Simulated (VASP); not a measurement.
# Pb (P6_3/mmc) in VASP: further runs, part 3 of 3

VASP 6.6.1.

## Step 6: Electric field gradients, PBEsol (equal xx and yy strain of +1 %)

The input, INCAR:

```
SYSTEM = Pb
ALGO = Normal
EDIFF = 1E-8
ENCUT = 520
GGA = PS
ISIF = 2
ISMEAR = -1
LASPH = .TRUE.
LCHARG = .FALSE.
LEFG = .TRUE.
LREAL = .FALSE.
LWAVE = .FALSE.
NBANDS = 21
NELM = 100
PREC = Accurate
SIGMA = 0.05
```

The input, KPOINTS:

```
k-points
0
G
  12 12 7
  0 0 0
```

The input, POSCAR:

```
Pb
1.0
    3.5148006975      0.0000000000      0.0000000000
   -1.7574003488      3.0439066932      0.0000000000
    0.0000000000      0.0000000000      5.5900000000
Pb
2
Direct
    0.3333333333      0.6666666667      0.2500000000
    0.6666666667      0.3333333333      0.7500000000
```

Potentials or basis: VASP PAW PBE potentials, release 64 (Pb_d).

The run is started by

```console
$ cat potpaw_PBE.64/Pb_d/POTCAR > POTCAR
$ mpirun -np 1 vasp_std > vasp.out
```

OUTCAR:

```text
SYSTEM = Pb
   EDIFF = 1E-8
   ENCUT = 520
   GGA = PS
   ISIF = 2
   ISMEAR = -1
   LASPH = .TRUE.
   LREAL = .FALSE.
   NELM = 100
   PREC = Accurate

 ion  position               nearest neighbor table
   1  0.333  0.667  0.250-   2 3.45   2 3.45   2 3.45   2 3.45   2 3.45   2 3.45
   2  0.667  0.333  0.750-   1 3.45   1 3.45   1 3.45   1 3.45   1 3.45   1 3.45

  LATTYP: Found a hexagonal cell.
 ALAT       =     3.5148006975
 C/A-ratio  =     1.5904173468

  Lattice vectors:

 A1 = (   3.5148006975,   0.0000000000,   0.0000000000)
 A2 = (  -1.7574003488,   3.0439066932,   0.0000000000)
 A3 = (   0.0000000000,   0.0000000000,   5.5900000000)

Analysis of symmetry for initial positions (statically):
=====================================================================
 Subroutine PRICEL returns:
 Original cell was already a primitive cell.

 Routine SETGRP: Setting up the symmetry group for a
 hexagonal supercell.
[... 767 lines left out ...]
  volume of cell :       59.81
      direct lattice vectors                 reciprocal lattice vectors
     3.514800698  0.000000000  0.000000000     0.284511153  0.164262591  0.000000000
    -1.757400349  3.043906693  0.000000000     0.000000000  0.328525182  0.000000000
     0.000000000  0.000000000  5.590000000     0.000000000  0.000000000  0.178890877

 POSITION                                       TOTAL-FORCE (eV/Angst)
 -----------------------------------------------------------------------------------
     -0.00000      2.02927      1.39750         0.000000     -0.000000      0.000000
      1.75740      1.01464      4.19250        -0.000000      0.000000      0.000000
 -----------------------------------------------------------------------------------
    total drift:                               -0.000000      0.000000      0.000000

  FREE ENERGIE OF THE ION-ELECTRON SYSTEM (eV)
  ---------------------------------------------------
  free  energy   TOTEN  =        -7.9620074325 eV

  energy  without entropy=       -7.9510720457  energy(sigma->0) =       -7.95653974

 Electric field gradients (V/A^2)
---------------------------------------------------------------------
 ion       V_xx      V_yy      V_zz      V_xy      V_xz      V_yz
---------------------------------------------------------------------
   1       6.169     6.169   -12.338     0.001     0.000    -0.000
   2       6.169     6.169   -12.338     0.001    -0.000     0.000
---------------------------------------------------------------------

 Electric field gradients after diagonalization (V/A^2)
 (convention: |V_zz| > |V_xx| > |V_yy|)
----------------------------------------------------------------------
 ion       V_xx      V_yy      V_zz     asymmetry (V_yy - V_xx)/ V_zz
----------------------------------------------------------------------
   1       6.170     6.168   -12.338       0.000
   2       6.170     6.168   -12.338       0.000
----------------------------------------------------------------------

           NMR quadrupolar parameters

 Cq : quadrupolar parameter    Cq=e*Q*V_zz/h
 eta: asymmetry parameters     (V_yy - V_xx)/ V_zz
 Q  : nuclear electric quadrupole moment in mb (millibarn)
----------------------------------------------------------------------
 ion       Cq(MHz)       eta       Q (mb)
----------------------------------------------------------------------
   1      -0.030       0.000       1.000
   2      -0.030       0.000       1.000
----------------------------------------------------------------------
```

Run time: 83 s. Hardware: 1 thread of Intel Xeon Platinum 8259CL at 2.50GHz (Skylake/Cascade Lake), shared host; peak memory 0.22 GiB.

Results:

* Free energy: -7.9620 eV
* Pressure: -0.2 GPa
* Band gap on the k mesh: zero (bands 14 and 15 overlap by 7.46 eV)
* Largest electric field gradient by atom: Pb -12.3 V/Å²

Electric field gradients, principal values (V/Å²):
| atom | least | middle | greatest (by size) |
| --- | --- | --- | --- |
| 1 Pb | 6.168 | 6.170 | -12.338 |
| 2 Pb | 6.168 | 6.170 | -12.338 |

Caveat: the cell differs from its parent crystal (equal xx and yy strain of +1 %); without QUAD_EFG the Cq values of the log hold for a quadrupole moment of 1 mb, not for the nuclei; the PAW data sets were made with another functional, which shifts forces and pressure a little; spin-orbit coupling is left out, which moves the levels of the heavy elements.

## Step 7: Electric field gradients, PBEsol (equal xx and yy strain of +1 %)

The input, INCAR:

```
  PREC = Accurate
  ENCUT = 520
  EDIFF = 1E-8
  ISMEAR = -1
  SIGMA = 0.05
  LREAL = F
  LASPH = T
  NELM = 80
  ALGO = Normal
  ISIF = 2
  LWAVE = F
  LCHARG = F
  GGA = PS
  LEFG = T
  NBANDS = 21
```

The input, KPOINTS:

```
regular mesh
0
Gamma
  12 12 7
```

POSCAR is that of step 6.

Potentials or basis: VASP PAW PBE potentials, release 64 (Pb_d).

The run is started by

```console
$ cat potpaw_PBE.64/Pb_d/POTCAR > POTCAR
$ mpirun -np 1 vasp_std > vasp.out
```

OUTCAR:

```text
PREC = Accurate
   ENCUT = 520
   EDIFF = 1E-8
   ISMEAR = -1
   LREAL = F
   LASPH = T
   NELM = 80
   ISIF = 2
   GGA = PS

 ion  position               nearest neighbor table
   1  0.333  0.667  0.250-   2 3.45   2 3.45   2 3.45   2 3.45   2 3.45   2 3.45
   2  0.667  0.333  0.750-   1 3.45   1 3.45   1 3.45   1 3.45   1 3.45   1 3.45

  LATTYP: Found a hexagonal cell.
 ALAT       =     3.5148006975
 C/A-ratio  =     1.5904173468

  Lattice vectors:

 A1 = (   3.5148006975,   0.0000000000,   0.0000000000)
 A2 = (  -1.7574003488,   3.0439066932,   0.0000000000)
 A3 = (   0.0000000000,   0.0000000000,   5.5900000000)

Analysis of symmetry for initial positions (statically):
=====================================================================
 Subroutine PRICEL returns:
 Original cell was already a primitive cell.

 Routine SETGRP: Setting up the symmetry group for a
 hexagonal supercell.

 Subroutine GETGRP returns: Found 24 space group operations
 (whereof 12 operations were pure point group operations)
 out of a pool of 24 trial point group operations.

The static configuration has the point symmetry D_3d.
 The point group associated with its full space group is D_6h.

Analysis of symmetry for dynamics (positions and initial velocities):
=====================================================================
 Subroutine PRICEL returns:
 Original cell was already a primitive cell.

 Routine SETGRP: Setting up the symmetry group for a
 hexagonal supercell.

 Subroutine GETGRP returns: Found 24 space group operations
 (whereof 12 operations were pure point group operations)
 out of a pool of 24 trial point group operations.

The dynamic configuration has the point symmetry D_3d.
 The point group associated with its full space group is D_6h.

 Subroutine INISYM returns: Found 24 space group operations
 (whereof 12 operations are pure point group operations),
 and found     1 'primitive' translations

----------------------------------------------------------------------------------------

                                     Primitive cell

  volume of cell :      59.8059

  direct lattice vectors                    reciprocal lattice vectors
     3.514800698  0.000000000  0.000000000     0.284511153  0.164262591  0.000000000
    -1.757400349  3.043906693  0.000000000     0.000000000  0.328525182  0.000000000
     0.000000000  0.000000000  5.590000000     0.000000000  0.000000000  0.178890877

  length of vectors
     3.514800698  3.514800697  5.590000000     0.328525182  0.328525182  0.178890877

  position of ions in fractional coordinates (direct lattice)
     0.333333333  0.666666667  0.250000000
     0.666666667  0.333333333  0.750000000

  ion indices of the primitive-cell ions
   primitive index   ion index
                 1           1
                 2           2

----------------------------------------------------------------------------------------

 KPOINTS: regular mesh

Automatic generation of k-mesh.
 Grid dimensions read from file:
 generate k-points for:   12   12    7
[... 65 lines left out ...]
   LREAL  =      F    real-space projection
   EDIFFG = 0.1E-06   stopping-criterion for IOM
   NSW    =      0    number of steps for IOM
   IBRION =     -1    ionic relax: 0-MD 1-quasi-New 2-CG
   NFREE  =      0    steps in history (QN), initial steepest desc. (CG)
   ISIF   =      2    stress and relaxation
   ISYM   =      2    0-nonsym 1-usesym 2-fastsym
   POTIM  = 0.5000    time-step for ionic-motion
   TEBEG  =    0.0;   TEEND  =   0.0 temperature during run
   PSTRESS=    0.0 pullay stress
   NELECT =      28.0000    total number of electrons
   NUPDOWN=      -1.0000    fix difference up-down
   EMIN   =  10.00;   EMAX   =-10.00  energy-range for DOS
   EFERMI =   0.00;   METHOD = LEGACY
   ISMEAR =    -1;   SIGMA  =   0.05  broadening in eV -4-tet -1-fermi 0-gaus
   EFERMI_NEDOS =   21; number of points for ismear=-14 and -15
   IALGO  =     38    algorithm
   IMIX   =      4    mixing-type and parameters
     AMIX     =   0.40;   BMIX     =  1.00
     AMIX_MAG =   1.60;   BMIX_MAG =  1.00
  volume/ion in A,a.u.               =      29.90       201.79
  Fermi-wavevector in a.u.,A,eV,Ry     =   1.271197  2.402214 21.986226  1.615942
  Thomas-Fermi vector in A             =   2.404143
   LORBIT       =      0    0 simple, 1 ext, 2 COOP (PROOUT), +10 PAW based schemes
   GGA     = PS    functional components
   LHFCALC =     F    Hartree Fock is set to
   AEXX    =    0.0000 exact exchange contribution
   IVDW    =     0    specifies the selected vdW correction
   LEPSILON=     F    determine dielectric tensor
   LRPA    =     F    only Hartree local field effects (RPA)
 non-spin polarized calculation
  energy-cutoff  :      520.00
  volume of cell :       59.81
 maximum number of plane-waves:      1641
 NGX is ok and might be reduce to    28
   NGX = 13   NGY = 13   NGZ = 21

 number of electron      28.0000001 magnetization

 Free energy of the ion-electron system (eV)
  ---------------------------------------------------
  ext. energy  EPLUGINS =         0.00000000
  ---------------------------------------------------
  free energy    TOTEN  =        -7.96200743 eV

  energy without entropy =       -7.95107205  energy(sigma->0) =       -7.95653974

 E-fermi :   7.2285     XC(G=0): -10.4102

 val. band max:        7.2254285807   @ k =   0.3333   0.0833   0.0000
 cond. band min:       7.2456170400   @ k =   0.3333   0.2500   0.0000
 fundamental gap:      0.0201884593
 Fermi energy:         7.2284609749

 k-point     1 :       0.0000    0.0000    0.0000
  band No.  band energies     occupation
      1      -9.7851      2.00000
      2      -9.7357      2.00000
      3      -9.7194      2.00000
      4      -9.7194      2.00000
      5      -9.6951      2.00000
      6      -9.6951      2.00000
[... 565 lines left out ...]
     20      15.3978      0.00000
     21      17.7223      0.00000

 [... further k-points ...]
[... 5 lines left out ...]
  --------------------------------------------------------------------------------------
  -------------------------------------------------------------------------------------
  Total       -0.1220360     -0.1220360      0.0139983      0.0000000      0.0000000      0.0000000
  in kB       -3.2692991     -3.2692991      0.3750087      0.0000000      0.0000000      0.0000000
  external PRESSURE =      -2.0545298 kB  Pullay stress =       0.0000000 kB

 VOLUME and BASIS-vectors are now :
 -----------------------------------------------------------------------------
  energy-cutoff  :      520.00
  volume of cell :       59.81
      direct lattice vectors                 reciprocal lattice vectors
     3.514800698  0.000000000  0.000000000     0.284511153  0.164262591  0.000000000
    -1.757400349  3.043906693  0.000000000     0.000000000  0.328525182  0.000000000
     0.000000000  0.000000000  5.590000000     0.000000000  0.000000000  0.178890877

 POSITION                                       TOTAL-FORCE (eV/Angst)
 -----------------------------------------------------------------------------------
     -0.00000      2.02927      1.39750         0.000000     -0.000000      0.000000
      1.75740      1.01464      4.19250        -0.000000      0.000000      0.000000
 -----------------------------------------------------------------------------------
    total drift:                               -0.000000      0.000000      0.000000

  FREE ENERGIE OF THE ION-ELECTRON SYSTEM (eV)
  ---------------------------------------------------
  free  energy   TOTEN  =        -7.9620074325 eV

  energy  without entropy=       -7.9510720457  energy(sigma->0) =       -7.95653974

 Electric field gradients (V/A^2)
---------------------------------------------------------------------
 ion       V_xx      V_yy      V_zz      V_xy      V_xz      V_yz
---------------------------------------------------------------------
   1       6.169     6.169   -12.338     0.001     0.000    -0.000
   2       6.169     6.169   -12.338     0.001    -0.000     0.000
---------------------------------------------------------------------

 Electric field gradients after diagonalization (V/A^2)
 (convention: |V_zz| > |V_xx| > |V_yy|)
----------------------------------------------------------------------
 ion       V_xx      V_yy      V_zz     asymmetry (V_yy - V_xx)/ V_zz
----------------------------------------------------------------------
   1       6.170     6.168   -12.338       0.000
   2       6.170     6.168   -12.338       0.000
----------------------------------------------------------------------

           NMR quadrupolar parameters

 Cq : quadrupolar parameter    Cq=e*Q*V_zz/h
 eta: asymmetry parameters     (V_yy - V_xx)/ V_zz
 Q  : nuclear electric quadrupole moment in mb (millibarn)
----------------------------------------------------------------------
 ion       Cq(MHz)       eta       Q (mb)
----------------------------------------------------------------------
   1      -0.030       0.000       1.000
   2      -0.030       0.000       1.000
----------------------------------------------------------------------
```

Wall time 75 s (1 thread of Intel Xeon Platinum 8259CL at 2.50GHz (Skylake/Cascade Lake), shared host); peak memory 0.22 GiB.

What came out:

| Quantity | Value |
| --- | --- |
| Free energy | -7.9620 eV |
| Pressure | -0.2 GPa |
| Band gap on the k mesh | zero (bands 14 and 15 overlap by 7.46 eV) |
| Largest electric field gradient by atom | Pb -12.3 V/Å² |

Electric field gradients, principal values (V/Å²):
| atom | least | middle | greatest (by size) |
| --- | --- | --- | --- |
| 1 Pb | 6.168 | 6.170 | -12.338 |
| 2 Pb | 6.168 | 6.170 | -12.338 |

Caveat: the cell differs from its parent crystal (equal xx and yy strain of +1 %); without QUAD_EFG the Cq values of the log hold for a quadrupole moment of 1 mb, not for the nuclei; the PAW data sets were made with another functional, which shifts forces and pressure a little; spin-orbit coupling is left out, which moves the levels of the heavy elements.

## Step 8: Overview

```csv
task,cell,k mesh for the DOS,occupations for the DOS,gap on the mesh (eV),pressure (GPa)
electric field gradients,"a = 3.548, b = 3.548, c = 5.700 Å, angles 90.0, 90.0, 120.0°, 2 atoms",-,-,none,-1.7
single point,"a = 3.480, b = 3.480, c = 5.590 Å, angles 90.0, 90.0, 120.0°, 2 atoms",18 × 18 × 11,tetrahedron,-,-
electric field gradients,"a = 3.480, b = 3.480, c = 5.646 Å, angles 90.0, 90.0, 120.0°, 2 atoms",-,-,none,0.4
electric field gradients,"a = 3.515, b = 3.515, c = 5.590 Å, angles 90.0, 90.0, 120.0°, 2 atoms",-,-,none,-0.2
```

Alike in all rows: level PBEsol; potentials or basis VASP PAW PBE potentials, release 64 (Pb_d); no spin polarisation; k mesh 12 × 12 × 7; cutoff (eV) 520; smearing fermi-dirac 0.05 eV.

Caveats: the PAW data sets were made with another functional, which shifts forces and pressure a little; spin-orbit coupling is left out, which moves the levels of the heavy elements.

Total energies depend on the potentials used, so only differences within one code and one set of settings carry meaning.

The gap in the log of VASP goes by the Fermi energy; the results here count the filled bands.